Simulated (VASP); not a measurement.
# FeSi (e600) (P2_13) in VASP: a series of runs

Runs on FeSi (e600). Level: PBE. Tasks: single point.

Everything below comes from runs of VASP 6.6.1. Logs are shortened: lines on timing, memory, paths and dates and some standing lists are left out, and cuts for length are marked.

### Step 1. The cell of the first run

It takes space group P2_13 (No. 198, cubic). The conventional cell has a = 4.403 Å, b = 4.403 Å, c = 4.403 Å, α = 90.00°, β = 90.00°, γ = 90.00°. Fe (site symmetry 3) has 7 Si at 2.26 to 2.47 Å and 6 Fe at 2.70 Å within 3.0 Å. Si (site symmetry 3) has 7 Fe at 2.26 to 2.47 Å and 6 Si at 2.73 Å within 3.0 Å.

### Step 2. Single point, PBE (volume scaled by 0.97, then relaxed in part)

INCAR

```
SYSTEM = FeSi
ALGO     = Normal         ! electronic algorithm
EDIFF    = 1E-6           ! SCF threshold, eV
ENCUT    = 520            ! plane-wave cutoff, eV
GGA      = PE             ! functional
ISIF     = 2              ! what is computed and relaxed
ISMEAR   = 0              ! smearing method
LASPH    = .TRUE.         ! aspherical terms in the spheres
LCHARG   = .FALSE.        ! write CHGCAR
LREAL    = .FALSE.        ! projectors in reciprocal space
LWAVE    = .FALSE.        ! write WAVECAR
NBANDS   = 34             ! bands
NELM     = 100            ! most SCF steps
PREC     = Accurate       ! precision mode
SIGMA    = 0.01           ! smearing width, eV
```

KPOINTS

```
k-points
0
G
  8 8 8
  0 0 0
```

POSCAR

```
FeSi
1.0
    4.4030327332      0.0000000000      0.0000000000
    0.0000000000      4.4030327332      0.0000000000
    0.0000000000      0.0000000000      4.4030327332
Fe Si
4 4
Direct
    0.1373258671      0.1373258671      0.1373258671
    0.3626741329      0.8626741329      0.6373258671
    0.6373258671      0.3626741329      0.8626741329
    0.8626741329      0.6373258671      0.3626741329
    0.8413189308      0.8413189308      0.8413189308
    0.6586810692      0.1586810692      0.3413189308
    0.3413189308      0.6586810692      0.1586810692
    0.1586810692      0.3413189308      0.6586810692
```

Potentials or basis: VASP PAW PBE potentials, release 64 (Fe, Si).

Started as:

```bash
$ cat potpaw_PBE.64/Fe/POTCAR potpaw_PBE.64/Si/POTCAR > POTCAR
$ mpirun -np 1 vasp_std > vasp.out
```

OUTCAR:

```text
SYSTEM = FeSi
   EDIFF = 1E-6
   ENCUT = 520
   GGA = PE
   ISIF = 2
   ISMEAR = 0
   LASPH = .TRUE.
   LREAL = .FALSE.
   NELM = 100
   PREC = Accurate

 ion  position               nearest neighbor table
   1  0.137  0.137  0.137-   5 2.26   8 2.29   7 2.29   6 2.29   8 2.47   7 2.47   6 2.47   3 2.70
                             4 2.70   2 2.70   2 2.70   4 2.70   3 2.70
   2  0.363  0.863  0.637-   6 2.26   7 2.29   5 2.29   8 2.29   7 2.47   8 2.47   5 2.47   1 2.70
                             1 2.70   3 2.70   3 2.70   4 2.70   4 2.70
   3  0.637  0.363  0.863-   7 2.26   6 2.29   5 2.29   8 2.29   6 2.47   8 2.47   5 2.47   1 2.70
                             4 2.70   2 2.70   2 2.70   4 2.70   1 2.70
   4  0.863  0.637  0.363-   8 2.26   5 2.29   7 2.29   6 2.29   5 2.47   6 2.47   7 2.47   1 2.70
                             3 2.70   2 2.70   1 2.70   2 2.70   3 2.70
   5  0.841  0.841  0.841-   1 2.26   4 2.29   3 2.29   2 2.29   4 2.47   3 2.47   2 2.47   6 2.73
                             7 2.73   8 2.73   6 2.73   8 2.73   7 2.73
   6  0.659  0.159  0.341-   2 2.26   3 2.29   1 2.29   4 2.29   3 2.47   4 2.47   1 2.47   8 2.73
                             5 2.73   5 2.73   7 2.73   7 2.73   8 2.73
   7  0.341  0.659  0.159-   3 2.26   2 2.29   1 2.29   4 2.29   2 2.47   4 2.47   1 2.47   8 2.73
                             5 2.73   8 2.73   6 2.73   6 2.73   5 2.73
   8  0.159  0.341  0.659-   4 2.26   1 2.29   3 2.29   2 2.29   1 2.47   2 2.47   3 2.47   7 2.73
                             5 2.73   7 2.73   5 2.73   6 2.73   6 2.73

  LATTYP: Found a simple cubic cell.
 ALAT       =     4.4030327332

  Lattice vectors:

 A1 = (   4.4030327332,   0.0000000000,   0.0000000000)
 A2 = (   0.0000000000,   4.4030327332,   0.0000000000)
 A3 = (   0.0000000000,   0.0000000000,   4.4030327332)

Analysis of symmetry for initial positions (statically):
=====================================================================
 Subroutine PRICEL returns:
 Original cell was already a primitive cell.

 Routine SETGRP: Setting up the symmetry group for a
 simple cubic supercell.

 Subroutine GETGRP returns: Found 12 space group operations
 (whereof  3 operations were pure point group operations)
 out of a pool of 48 trial point group operations.

The static configuration has the point symmetry C_3 .
 The point group associated with its full space group is T   .

Analysis of symmetry for dynamics (positions and initial velocities):
=====================================================================
 Subroutine PRICEL returns:
 Original cell was already a primitive cell.

 Routine SETGRP: Setting up the symmetry group for a
 simple cubic supercell.

 Subroutine GETGRP returns: Found 12 space group operations
[... 128 lines left out ...]
   NUPDOWN=      -1.0000    fix difference up-down
   EMIN   =  10.00;   EMAX   =-10.00  energy-range for DOS
   EFERMI =   0.00;   METHOD = LEGACY
   ISMEAR =     0;   SIGMA  =   0.01  broadening in eV -4-tet -1-fermi 0-gaus
   EFERMI_NEDOS =   21; number of points for ismear=-14 and -15
   IALGO  =     38    algorithm
   IMIX   =      4    mixing-type and parameters
     AMIX     =   0.40;   BMIX     =  1.00
     AMIX_MAG =   1.60;   BMIX_MAG =  1.00
  volume/ion in A,a.u.               =      10.67        72.00
  Fermi-wavevector in a.u.,A,eV,Ry     =   1.351253  2.553498 24.842668  1.825885
  Thomas-Fermi vector in A             =   2.478690
   LORBIT       =      0    0 simple, 1 ext, 2 COOP (PROOUT), +10 PAW based schemes
   GGA     = PE    functional components
   LHFCALC =     F    Hartree Fock is set to
   AEXX    =    0.0000 exact exchange contribution
   IVDW    =     0    specifies the selected vdW correction
   LEPSILON=     F    determine dielectric tensor
   LRPA    =     F    only Hartree local field effects (RPA)
 non-spin polarized calculation
 Gauss-broadening in eV      SIGMA  =   0.01
  energy-cutoff  :      520.00
  volume of cell :       85.36
 maximum number of plane-waves:      2325
 NGX is ok and might be reduce to    36
   NGX = 17   NGY = 17   NGZ = 17

 number of electron      48.0000004 magnetization

 Free energy of the ion-electron system (eV)
  ---------------------------------------------------
  ext. energy  EPLUGINS =         0.00000000
  ---------------------------------------------------
  free energy    TOTEN  =       -58.72343624 eV

  energy without entropy =      -58.72343624  energy(sigma->0) =      -58.72343624

 E-fermi :  10.2304     XC(G=0): -12.9524

 val. band max:       10.1256104547   @ k =  -0.1250   0.3750   0.0000
 cond. band min:      10.2847925174   @ k =   0.3750   0.1250   0.1250
 fundamental gap:      0.1591820627
 Fermi energy:        10.2304268560

 k-point     1 :       0.0000    0.0000    0.0000
  band No.  band energies     occupation
      1      -3.3645      2.00000
      2       2.0946      2.00000
      3       2.0946      2.00000
      4       2.0946      2.00000
      5       4.9451      2.00000
      6       4.9451      2.00000
[... 877 lines left out ...]
     33      14.5230      0.00000
     34      15.2286      0.00000

 [... further k-points ...]

------------------------ aborting loop because EDIFF is reached ----------------------------------------

  FORCE on cell =-STRESS in cart. coord.  units (eV):
  Direction    XX          YY          ZZ          XY          YZ          ZX
  --------------------------------------------------------------------------------------
  -------------------------------------------------------------------------------------
  Total        3.9217255      3.9217255      3.9217255      0.0000000      0.0000000      0.0000000
  in kB       73.6091880     73.6091880     73.6091880      0.0000000      0.0000000      0.0000000
  external PRESSURE =      73.6091880 kB  Pullay stress =       0.0000000 kB

 VOLUME and BASIS-vectors are now :
 -----------------------------------------------------------------------------
  energy-cutoff  :      520.00
  volume of cell :       85.36
      direct lattice vectors                 reciprocal lattice vectors
     4.403032733  0.000000000  0.000000000     0.227116186  0.000000000  0.000000000
     0.000000000  4.403032733  0.000000000     0.000000000  0.227116186  0.000000000
     0.000000000  0.000000000  4.403032733     0.000000000  0.000000000  0.227116186

 POSITION                                       TOTAL-FORCE (eV/Angst)
 -----------------------------------------------------------------------------------
      0.60465      0.60465      0.60465         0.021581      0.021581      0.021581
      1.59687      3.79838      2.80617        -0.021581     -0.021581      0.021581
      2.80617      1.59687      3.79838         0.021581     -0.021581     -0.021581
      3.79838      2.80617      1.59687        -0.021581      0.021581     -0.021581
      3.70435      3.70435      3.70435         0.000003      0.000003      0.000003
      2.90019      0.69868      1.50284        -0.000003     -0.000003      0.000003
      1.50284      2.90019      0.69868         0.000003     -0.000003     -0.000003
      0.69868      1.50284      2.90019        -0.000003      0.000003     -0.000003
 -----------------------------------------------------------------------------------
    total drift:                               -0.000001     -0.000001     -0.000000

  FREE ENERGIE OF THE ION-ELECTRON SYSTEM (eV)
  ---------------------------------------------------
  free  energy   TOTEN  =       -58.7234362383 eV

  energy  without entropy=      -58.7234362383  energy(sigma->0) =      -58.72343624
```

OSZICAR:

```text
N       E                     dE             d eps       ncg     rms          rms(c)
DAV:   1     0.354286989355E+03    0.35429E+03   -0.19754E+04  3060   0.159E+03
DAV:   2    -0.345613970608E+02   -0.38885E+03   -0.36802E+03  3060   0.367E+02
DAV:   3    -0.650700433273E+02   -0.30509E+02   -0.27654E+02  3462   0.121E+02
DAV:   4    -0.665245240927E+02   -0.14545E+01   -0.14324E+01  4416   0.255E+01
DAV:   5    -0.665567085371E+02   -0.32184E-01   -0.32127E-01  4236   0.378E+00    0.331E+01
DAV:   6    -0.706389588518E+02   -0.40823E+01   -0.14184E+02  4606   0.143E+02    0.297E+01
DAV:   7    -0.589334513641E+02    0.11706E+02   -0.54174E+01  4280   0.102E+02    0.933E+00
DAV:   8    -0.588311503847E+02    0.10230E+00   -0.36504E+00  4198   0.125E+01    0.320E+00
DAV:   9    -0.587324287338E+02    0.98722E-01   -0.28912E-01  4880   0.583E+00    0.125E+00
DAV:  10    -0.587238507592E+02    0.85780E-02   -0.20293E-02  4364   0.110E+00    0.356E-01
DAV:  11    -0.587235396417E+02    0.31112E-03   -0.20322E-03  4546   0.446E-01    0.173E-01
DAV:  12    -0.587234372555E+02    0.10239E-03   -0.24221E-04  4280   0.160E-01    0.576E-02
DAV:  13    -0.587234388031E+02   -0.15475E-05   -0.65620E-05  4920   0.545E-02    0.414E-02
DAV:  14    -0.587234361137E+02    0.26894E-05   -0.11196E-05  3860   0.228E-02    0.651E-03
DAV:  15    -0.587234362383E+02   -0.12462E-06   -0.96761E-07  1778   0.124E-02
   1 F= -.58723436E+02 E0= -.58723436E+02  d E =-.512638E-16
```

Run time: 2.1 min. Hardware: 1 thread of Intel Xeon 6975P-C, shared host; peak memory 0.25 GiB.

Results:

```yaml
Free_energy: -58.7234 eV
Pressure: 7.4 GPa
Largest_force: 0.037 eV/Å
Band_gap_on_the_k_mesh: 0.16 eV, indirect (least direct gap 0.17 eV)
```

Forces on the atoms (eV/Å):
```
Fe   0.022  0.022  0.022
Fe  -0.022 -0.022  0.022
Fe   0.022 -0.022 -0.022
Fe  -0.022  0.022 -0.022
Si   0.000  0.000  0.000
Si   0.000  0.000  0.000
Si   0.000  0.000  0.000
Si   0.000  0.000  0.000
```

Levels at points of the mesh, in eV from the valence-band top:
```csv
k point,band 22,band 23,band 24,band 25,band 26,band 27
"(0.00, 0.00, 0.00)",-0.30,-0.05,-0.05,0.69,0.69,0.69
"(0.50, 0.00, 0.00)",-0.40,-0.01,-0.01,0.20,0.20,1.78
"(0.50, 0.50, 0.00)",-1.06,-0.38,-0.38,0.66,0.66,1.36
"(0.50, 0.50, 0.50)",-0.71,-0.71,-0.71,0.51,0.51,0.51
```

 Spin polarisation is off, so any magnetic state and its effect on volume and gap are missing.

(Part 1 of 2 ends here.)
